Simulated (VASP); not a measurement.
Wanted: the native input for a VASP 6.6.1 run.

```
Task                   : single point
Functional             : PBE
Potentials or basis    : VASP PAW PBE potentials, release 64 (Rb_sv, W_sv)
Cutoff                 : 520 eV
k mesh                 : 6 × 6 × 4
Occupations            : gaussian, width 0.1 eV
Spin                   : no spin polarisation
Dipole correction      : no
Further INCAR settings : ALGO = Normal; EDIFF = 1e-06; NBANDS = 26
```

The structure of RbW2 lies in POSCAR:

```
RbW2
1.0
    4.2009365467      0.0000000000      0.0000000000
   -2.1004682733      3.6381177691      0.0000000000
    0.0000000000      0.0000000000      6.1991534578
Rb W
1 2
Direct
    0.0000000000      0.0000000000      0.0000000000
    0.3333333333      0.6666666667      0.5000000000
    0.6666666667      0.3333333333      0.5000000000
```

One way to write it, as run:

INCAR

```
PREC     = Accurate       # precision mode
ENCUT    = 520            # plane-wave cutoff, eV
EDIFF    = 1E-6           # SCF threshold, eV
ISMEAR   = 0              # smearing method
SIGMA    = 0.1            # smearing width, eV
LREAL    = F              # projectors in reciprocal space
LASPH    = T              # aspherical terms in the spheres
NELM     = 60             # most SCF steps
ALGO     = Normal         # electronic algorithm
ISIF     = 2              # what is computed and relaxed
LWAVE    = F              # write WAVECAR
LCHARG   = T              # write CHGCAR
GGA      = PE             # functional
LELF     = T              # ELF
LVHAR    = T            
NBANDS   = 26             # bands
```

KPOINTS

```
regular mesh
0
Gamma
  6 6 4
```

Potentials or basis: VASP PAW PBE potentials, release 64 (Rb_sv, W_sv).

Launch:

```console
$ cat potpaw_PBE.64/Rb_sv/POTCAR potpaw_PBE.64/W_sv/POTCAR > POTCAR
$ mpirun -np 1 vasp_std > vasp.out
```

Results of the run:

The pressure is 0.4 GPa and the band gap on the k mesh is zero (an odd number of electrons rules out a gap without spin polarisation).

Caveat: spin-orbit coupling is left out, which moves the levels of the heavy elements.

Wall time 23 s on 1 thread of AMD EPYC 9R45 96-Core Processor (Zen 5), on a shared host, peak memory 0.2 GiB.
